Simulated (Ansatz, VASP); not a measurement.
**ZnSe in VASP and in Ansatz**

INCAR

```
SYSTEM = ZnSe
ALGO = Normal ; EDIFF = 1E-6
EDIFFG = -0.005 ; ENCUT = 600
GGA = PS ; IBRION = 2
ISIF = 3 ; ISMEAR = -1
LASPH = .TRUE. ; LCHARG = .FALSE.
LREAL = .FALSE. ; LWAVE = .FALSE.
NELM = 60 ; NSW = 60
PREC = Accurate ; SIGMA = 0.08
```

Contents of KPOINTS:

```
k-points
0
G
  11 11 11
  0 0 0
```

Contents of POSCAR:

```
ZnSe
1.0
    0.0000000000      2.8798249876      2.8798249876
    2.8798249876      0.0000000000      2.8798249876
    2.8798249876      2.8798249876      0.0000000000
Zn Se
1 1
Direct
    0.0000000000      0.0000000000      0.0000000000
    0.2500000000      0.2500000000      0.2500000000
```

Input for Ansatz:

```yaml
crystal:
  lattice:
    - [0.0, 2.8798249876, 2.8798249876]
    - [2.8798249876, 0.0, 2.8798249876]
    - [2.8798249876, 2.8798249876, 0.0]
  atoms:
    - { symbol: Zn, position: [0.0, 0.0, 0.0] }
    - { symbol: Se, position: [0.25, 0.25, 0.25] }
kpoints:
  mp_grid: { grid: [11, 11, 11] }
scf:
  occupations: { method: fermi_dirac, width: 0.08 }
hamiltonian:
  xc: pbesol
  pseudopotentials: { kind: paw }
output:
  forces: true
  stress: true
relax:
  f_tol: 0.005
  max_steps: 40
  cell: {}
```

Alike in both runs: task relaxation of cell and atoms; functional PBEsol; k mesh 11 × 11 × 11; occupations fermi-dirac, width 0.08 eV; no spin polarisation.

|  | VASP | Ansatz |
| --- | --- | --- |
| version | VASP 6.6.1 | Ansatz 0.2.0 |
| potentials or method | VASP PAW PBE potentials, release 64 (Zn, Se) | PAW with Ansatz's default frozen-core files, scalar-relativistic |
| plane-wave cutoff (eV) | 600 | 420 |
| valence electrons in the cell | 18 | 28 |

|  | VASP | Ansatz | Ansatz less VASP |
| --- | --- | --- | --- |
| relaxed volume (Å³/atom) | 22.42 | 22.35 | -0.072 |
| relaxed cell length with the largest relative difference (Å) | 3.988 | 3.984 | -0.0043 |

VASP's potentials were made for PBE, not for PBEsol. VASP's potentials hold 18 valence electrons a cell and Ansatz's 28, so a difference there can come from the potentials and not from the codes.
